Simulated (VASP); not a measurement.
# AlN (P6_3mc) in VASP: notebook, part 3 of 3

VASP 6.6.1.

## (4) Relaxation of cell and atoms, r2SCAN

This run uses another cell than the first one, of 10.43 Å³/atom, 1.003 times its volume.

Input file POSCAR:

```
AlN
1.0
    3.1110021516      0.0000000000      0.0000000000
   -1.5555010758      2.6942068945      0.0000000000
    0.0000000000      0.0000000000      4.9780000000
Al N
2 2
Direct
    0.3333333333      0.6666666667      0.0000000000
    0.6666666667      0.3333333333      0.5000000000
    0.3333333333      0.6666666667      0.3850000000
    0.6666666667      0.3333333333      0.8850000000
```

Input file INCAR.step1:

```
ALGO     = Normal         # electronic algorithm
EDIFF    = 1E-4           # SCF threshold, eV
ENCUT    = 600            # plane-wave cutoff, eV
GGA      = PE             # functional
ISMEAR   = 0              # smearing method
LASPH    = True           # aspherical terms in the spheres
LCHARG   = False          # write CHGCAR
LREAL    = False          # projectors in reciprocal space
LWAVE    = True           # write WAVECAR
NELM     = 100            # most SCF steps
PREC     = Accurate       # precision mode
SIGMA    = 0.02           # smearing width, eV
```

Input file INCAR.step2:

```
ALGO     = Normal         # electronic algorithm
EDIFF    = 1E-7           # SCF threshold, eV
EDIFFG   = -0.005         # ionic threshold
ENCUT    = 600            # plane-wave cutoff, eV
IBRION   = 2              # ionic algorithm
ISIF     = 3              # what is computed and relaxed
ISMEAR   = 0              # smearing method
ISTART   = 1            
LASPH    = True           # aspherical terms in the spheres
LCHARG   = False          # write CHGCAR
LMIXTAU  = True         
LREAL    = False          # projectors in reciprocal space
LWAVE    = False          # write WAVECAR
METAGGA  = R2SCAN         # meta-GGA
NELM     = 100            # most SCF steps
NSW      = 100            # ionic steps
PREC     = Accurate       # precision mode
SIGMA    = 0.02           # smearing width, eV
```

Input file KPOINTS:

```
k-points
0
Gamma
  12 12 6
```

Potentials or basis: VASP PAW PBE potentials, release 64 (Al, N).

Run with:

```
$ cat potpaw_PBE.64/Al/POTCAR potpaw_PBE.64/N/POTCAR > POTCAR
$ cp INCAR.step1 INCAR
$ mpirun -np 1 vasp_std > vasp.out
$ cp INCAR.step2 INCAR
$ mpirun -np 1 vasp_std > vasp.out
```

OUTCAR:

```text
EDIFF = 1E-7
   EDIFFG = -0.005
   ENCUT = 600
   IBRION = 2
   ISIF = 3
   ISMEAR = 0
   ISTART = 1
   LASPH = True
   LREAL = False
   METAGGA = R2SCAN
   NELM = 100
   NSW = 100
   PREC = Accurate

 ion  position               nearest neighbor table
   1  0.333  0.667  0.000-   4 1.89   4 1.89   4 1.89   3 1.92   2 3.07   2 3.07   2 3.07   2 3.07
                             2 3.07   2 3.07
   2  0.667  0.333  0.500-   3 1.89   3 1.89   3 1.89   4 1.92   1 3.07   1 3.07   1 3.07   1 3.07
                             1 3.07   1 3.07
   3  0.333  0.667  0.385-   2 1.89   2 1.89   2 1.89   1 1.92
   4  0.667  0.333  0.885-   1 1.89   1 1.89   1 1.89   2 1.92

  LATTYP: Found a hexagonal cell.
 ALAT       =     3.1110021516
 C/A-ratio  =     1.6001274694

  Lattice vectors:

 A1 = (   3.1110021516,   0.0000000000,   0.0000000000)
 A2 = (  -1.5555010758,   2.6942068945,   0.0000000000)
 A3 = (   0.0000000000,   0.0000000000,   4.9780000000)

Analysis of symmetry for initial positions (statically):
=====================================================================
 Subroutine PRICEL returns:
 Original cell was already a primitive cell.

 Routine SETGRP: Setting up the symmetry group for a
 hexagonal supercell.

 Subroutine GETGRP returns: Found 12 space group operations
 (whereof  6 operations were pure point group operations)
 out of a pool of 24 trial point group operations.

The static configuration has the point symmetry C_3v.
 The point group associated with its full space group is C_6v.

Analysis of symmetry for dynamics (positions and initial velocities):
=====================================================================
 Subroutine PRICEL returns:
 Original cell was already a primitive cell.

 Routine SETGRP: Setting up the symmetry group for a
 hexagonal supercell.

 Subroutine GETGRP returns: Found 12 space group operations
 (whereof  6 operations were pure point group operations)
 out of a pool of 24 trial point group operations.

[... 140 lines left out ...]
  volume of cell :       41.72
 maximum number of plane-waves:      1412
 NGX is ok and might be reduce to    28
   NGX = 13   NGY = 13   NGZ = 19

--------------------------------------- Ionic step        1  -------------------------------------------

 number of electron      16.0000001 magnetization

 Free energy of the ion-electron system (eV)
  ---------------------------------------------------
  ext. energy  EPLUGINS =         0.00000000
  ---------------------------------------------------
  free energy    TOTEN  =       -38.45209411 eV

  energy without entropy =      -38.45209411  energy(sigma->0) =      -38.45209411

------------------------ aborting loop because EDIFF is reached ----------------------------------------

  FORCE on cell =-STRESS in cart. coord.  units (eV):
  Direction    XX          YY          ZZ          XY          YZ          ZX
  --------------------------------------------------------------------------------------
  -------------------------------------------------------------------------------------
  Total       -0.1082220     -0.1082220     -0.5084624      0.0000000      0.0000000      0.0000000
  in kB       -4.1556608     -4.1556608    -19.5246503      0.0000000      0.0000000      0.0000000
  external PRESSURE =      -9.2786573 kB  Pullay stress =       0.0000000 kB
[... 177 lines left out ...]
--------------------------------------- Ionic step        6  -------------------------------------------

 number of electron      16.0000000 magnetization

 Free energy of the ion-electron system (eV)
  ---------------------------------------------------
  ext. energy  EPLUGINS =         0.00000000
  ---------------------------------------------------
  free energy    TOTEN  =       -38.45572444 eV

  energy without entropy =      -38.45572444  energy(sigma->0) =      -38.45572444

 E-fermi :   6.0353     XC(G=0): -11.4237

 val. band max:        5.9347785932   @ k =   0.0000   0.0000   0.0000
 cond. band min:      10.8679939389   @ k =   0.0000   0.0000   0.0000
 fundamental gap:      4.9332153457
 Fermi energy:         6.0353331088

 k-point     1 :       0.0000    0.0000    0.0000
  band No.  band energies     occupation
      1     -10.0574      2.00000
      2      -7.9295      2.00000
      3      -0.1422      2.00000
      4       5.0466      2.00000
      5       5.0466      2.00000
      6       5.7083      2.00000
      7       5.7083      2.00000
      8       5.9348      2.00000
      9      10.8680      0.00000
     10      13.4849      0.00000
     11      17.5624      0.00000
     12      17.9867      0.00000
[... 331 lines left out ...]
 k-point    24 :       0.3333   -0.0000    0.1667
  band No.  band energies     occupation
      1      -8.7327      2.00000
      2      -7.5231      2.00000
      3       0.9625      2.00000
      4       1.9431      2.00000
      5       2.5535      2.00000
      6       4.1188      2.00000
      7       5.1310      2.00000
      8       5.2602      2.00000
      9      12.5141      0.00000
     10      13.3435      0.00000
     11      15.3091      0.00000
     12      17.0818      0.00000

 [... further k-points ...]
[... 5 lines left out ...]
  --------------------------------------------------------------------------------------
  -------------------------------------------------------------------------------------
  Total       -0.0049026     -0.0049026      0.0159897      0.0000000      0.0000000      0.0000000
  in kB       -0.1890571     -0.1890571      0.6166065      0.0000000      0.0000000      0.0000000
  external PRESSURE =       0.0794974 kB  Pullay stress =       0.0000000 kB
[... 19 lines left out ...]
  FREE ENERGIE OF THE ION-ELECTRON SYSTEM (eV)
  ---------------------------------------------------
  free  energy   TOTEN  =       -38.4557244390 eV

  energy  without entropy=      -38.4557244390  energy(sigma->0) =      -38.45572444

 reached required accuracy - stopping structural energy minimisation
```

OSZICAR.step1:

```text
N       E                     dE             d eps       ncg     rms          rms(c)
DAV:   1     0.598432521446E+02    0.59843E+02   -0.83114E+03  1824   0.135E+03
DAV:   2    -0.298639873539E+02   -0.89707E+02   -0.82455E+02  2612   0.247E+02
DAV:   3    -0.344818819150E+02   -0.46179E+01   -0.45981E+01  2408   0.623E+01
DAV:   4    -0.345223441171E+02   -0.40462E-01   -0.40450E-01  2132   0.656E+00
DAV:   5    -0.345229226057E+02   -0.57849E-03   -0.57847E-03  2324   0.783E-01    0.122E+01
DAV:   6    -0.297650701021E+02    0.47579E+01   -0.16961E+01  2236   0.332E+01    0.420E+00
DAV:   7    -0.297824964803E+02   -0.17426E-01   -0.67320E-01  2032   0.688E+00    0.288E+00
DAV:   8    -0.297753177272E+02    0.71788E-02   -0.77465E-02  2112   0.312E+00    0.484E-01
DAV:   9    -0.297705855900E+02    0.47321E-02   -0.19343E-02  2344   0.105E+00    0.242E-01
DAV:  10    -0.297711403310E+02   -0.55474E-03   -0.25721E-03  2156   0.407E-01    0.138E-01
DAV:  11    -0.297710437849E+02    0.96546E-04   -0.30744E-04  1728   0.144E-01
   1 F= -.29771044E+02 E0= -.29771044E+02  d E =-.176660E-29
```

Wall time 10 min (1 thread of Intel Xeon Platinum 8375C at 2.90GHz (Ice Lake), shared host); peak memory 0.2 GiB.

What came out:

```
Free energy                            : -38.4557 eV
Relaxed volume                         : 10.39 Å³/atom
Relaxed cell                           : a = 3.105 Å, b = 3.105 Å, c = 4.975 Å, α = 90.00°, β = 90.00°, γ = 120.00°
Space group after relaxing (to 0.05 Å) : P6_3mc (No. 186)
Energy gained by relaxing              : 0.9 meV/atom
Ionic steps                            : 6
Pressure after relaxing                : 0.0 GPa
Band gap on the k mesh                 : 4.93 eV, direct
```

Stress tensor (GPa, compression positive):
```
-0.02  0.00  0.00
 0.00 -0.02  0.00
 0.00  0.00  0.06
```

Step by step:
```
step  energy change (eV)  largest force (eV/Å)  pressure (GPa)  volume (Å³)
   1              0.0000                0.1958           -0.93        41.72
   2             -0.0012                0.1092            0.94        41.36
   3             -0.0031                0.0300            0.10        41.52
   4             -0.0031                0.0265            0.12        41.51
   5             -0.0035                0.0096            0.05        41.53
   6             -0.0036                0.0017            0.01        41.55
```

Final structure:
```cif
data_structure
_symmetry_space_group_name_H-M 'P 1'
_symmetry_Int_Tables_number 1
_cell_length_a 3.1054
_cell_length_b 3.1054
_cell_length_c 4.9750
_cell_angle_alpha 90.000
_cell_angle_beta 90.000
_cell_angle_gamma 120.000
_cell_volume 41.55
loop_
_atom_site_label
_atom_site_type_symbol
_atom_site_fract_x
_atom_site_fract_y
_atom_site_fract_z
_atom_site_occupancy
Al1 Al 0.33333 0.66667 0.00168 1
Al2 Al 0.66667 0.33333 0.50168 1
N1 N 0.33333 0.66667 0.38332 1
N2 N 0.66667 0.33333 0.88332 1
```

Caveat: the PAW data sets were made with another functional, which shifts forces and pressure a little. A k mesh can miss the band edges.

## (5) Single point, r2SCAN

Input file POSCAR:

```
AlN
1.0
    3.1066653383      0.0000000000      0.0000000000
   -1.5533326691      2.6904511040      0.0000000000
    0.0000000000      0.0000000000      4.9784048429
Al N
2 2
Direct
    0.3333333333      0.6666666667      0.0016929024
    0.6666666667      0.3333333333      0.5016929024
    0.3333333333      0.6666666667      0.3833070976
    0.6666666667      0.3333333333      0.8833070976
```

Input file INCAR.step1:

```
ALGO     = Normal         # electronic algorithm
EDIFF    = 1E-4           # SCF threshold, eV
ENCUT    = 520            # plane-wave cutoff, eV
GGA      = PE             # functional
ISMEAR   = 0              # smearing method
LASPH    = True           # aspherical terms in the spheres
LCHARG   = False          # write CHGCAR
LREAL    = False          # projectors in reciprocal space
LWAVE    = True           # write WAVECAR
NBANDS   = 16             # bands
NELM     = 100            # most SCF steps
PREC     = Accurate       # precision mode
SIGMA    = 0.05           # smearing width, eV
```

Input file INCAR.step2:

```
ALGO     = Normal         # electronic algorithm
EDIFF    = 1E-6           # SCF threshold, eV
ENCUT    = 520            # plane-wave cutoff, eV
ISIF     = 2              # what is computed and relaxed
ISMEAR   = 0              # smearing method
ISTART   = 1            
LASPH    = True           # aspherical terms in the spheres
LCHARG   = False          # write CHGCAR
LMIXTAU  = True         
LREAL    = False          # projectors in reciprocal space
LWAVE    = False          # write WAVECAR
METAGGA  = R2SCAN         # meta-GGA
NBANDS   = 16             # bands
NELM     = 100            # most SCF steps
PREC     = Accurate       # precision mode
SIGMA    = 0.05           # smearing width, eV
```

KPOINTS is that of step 4.

Run with:

```
$ cat potpaw_PBE.64/Al/POTCAR potpaw_PBE.64/N/POTCAR > POTCAR
$ cp INCAR.step1 INCAR
$ mpirun -np 1 vasp_std > vasp.out
$ cp INCAR.step2 INCAR
$ mpirun -np 1 vasp_std > vasp.out
```

Wall time 82 s (1 thread of Intel Xeon 6975P-C (Granite Rapids), shared host); peak memory 0.19 GiB.

Results (log left out):

```
Free energy            : -38.4563 eV
Pressure               : -0.4 GPa
Band gap on the k mesh : 4.92 eV, direct
```

Levels at points of the mesh, in eV from the valence-band top:
| k point | band 5 | band 6 | band 7 | band 8 | band 9 | band 10 | band 11 | band 12 |
| --- | --- | --- | --- | --- | --- | --- | --- | --- |
| (0.00, 0.00, 0.00) | -0.88 | -0.22 | -0.22 | 0.00 | 4.92 | 7.54 | 11.62 | 12.04 |
| (0.50, 0.00, 0.00) | -3.39 | -2.14 | -1.77 | -0.71 | 6.45 | 6.56 | 9.05 | 11.26 |
| (0.00, 0.00, 0.50) | -0.56 | -0.56 | -0.56 | -0.56 | 7.26 | 7.26 | 11.32 | 11.32 |
| (0.50, 0.00, 0.50) | -1.50 | -1.50 | -1.39 | -1.39 | 6.00 | 6.00 | 10.15 | 10.15 |

Caveat: the PAW data sets were made with another functional, which shifts forces and pressure a little.

## (6) Overview

```tsv
task	cell	k mesh	cutoff (eV)	smearing	gap on the mesh (eV)	pressure (GPa)
single point	a = 3.107, b = 3.107, c = 4.978 Å, angles 90.0, 90.0, 120.0°, 4 atoms	12 × 12 × 6	520	gaussian 0.02 eV	4.92	-0.4
single point	a = 3.107, b = 3.107, c = 9.957 Å, angles 90.0, 90.0, 120.0°, 8 atoms	12 × 12 × 2	520	gaussian 0.05 eV	4.92	-0.4
relaxation of cell and atoms	relaxed from a = 3.111, b = 3.111, c = 4.978 Å, angles 90.0, 90.0, 120.0°, 4 atoms	12 × 12 × 6	600	gaussian 0.02 eV	4.93	0.0
single point	a = 3.107, b = 3.107, c = 4.978 Å, angles 90.0, 90.0, 120.0°, 4 atoms	12 × 12 × 6	520	gaussian 0.05 eV	4.92	-0.4
```

Alike in all rows: level r2SCAN; potentials or basis VASP PAW PBE potentials, release 64 (Al, N); no spin polarisation.

Caveats: the PAW data sets were made with another functional, which shifts forces and pressure a little.

Absolute energies hang on the potentials; compare differences alone.

## (7) Comparison with measurements

Step 2. Measured gap of AlN: 6.034 eV (an exciton energy, a little under the gap; 10 K; quoted in “Self-assembly of well-separated AlN nanowires directly on sputtered metallic TiN films”, 2019, arxiv:1910.07391). This calculation gives 4.92 eV (-1.11 eV). 2 values of this kind are on record (6.034 to 6.0343 eV); this one was drawn at random. The value is that of r2SCAN on a finite k mesh, which can miss the band edges, without temperature or zero-point motion.

Step 5. Measured gap of AlN: 6.0343 eV (an exciton energy, a little under the gap; 0 K; quoted in “Structural and optical properties of self-assembled AlN nanowires grown on SiO2/Si substrates by molecular beam epitaxy”, 2024, arxiv:2402.00216). This calculation gives 4.92 eV (-1.11 eV). 2 values of this kind are on record (6.034 to 6.0343 eV); this one was drawn at random. The value is that of r2SCAN on a finite k mesh, which can miss the band edges, without temperature or zero-point motion.
